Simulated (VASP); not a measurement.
NaMgBr3, 5 atoms in the cell. The structure is tetragonal, space group P4/mmm (No. 123). Conventional cell: a = 5.321 Å, b = 5.321 Å, c = 5.241 Å, α = 90.00°, β = 90.00°, γ = 90.00°. Within 4.9 Å of Na (site symmetry 4/mmm) lie 12 Br at 3.73 to 3.76 Å and 8 Mg at 4.59 Å. Mg (site symmetry 4/mmm) has 6 Br at 2.62 to 2.66 Å within 3.5 Å. Within 3.5 Å of Br (site symmetry 4/mmm) lie 2 Mg at 2.62 Å. Br (site symmetry mmm) has 2 Mg at 2.66 Å within 3.5 Å.  This cell differs from its parent crystal: epitaxial xy strain +1.0%.

```yaml
Program: VASP 6.6.1
Task: single point
Functional: r2SCAN
Potentials_or_basis: VASP PAW PBE potentials, release 64 (Na_pv, Mg, Br)
Cutoff: 520 eV
k_mesh: 6 × 6 × 6
Occupations: gaussian, width 0.01 eV
Spin: no spin polarisation
Dipole_correction: no
Further_INCAR_settings: ALGO = Normal; EDIFF = 1e-06; NBANDS = 23
```

Potentials or basis: VASP PAW PBE potentials, release 64 (Na_pv, Mg, Br).

The run is started by

```console
$ cat potpaw_PBE.64/Na_pv/POTCAR potpaw_PBE.64/Mg/POTCAR potpaw_PBE.64/Br/POTCAR > POTCAR
$ cp INCAR.step1 INCAR
$ mpirun -np 1 vasp_std > vasp.out
$ cp INCAR.step2 INCAR
$ mpirun -np 1 vasp_std > vasp.out
```

Hardware: 1 thread of AMD EPYC 9R45 96-Core Processor (Zen 5) (shared host).

Problem. Estimate the wall time of this run.

Solution. It took 3.8 min on 1 thread of AMD EPYC 9R45 96-Core Processor (Zen 5) (shared host), peak memory 0.31 GiB. Counts: k points 40.
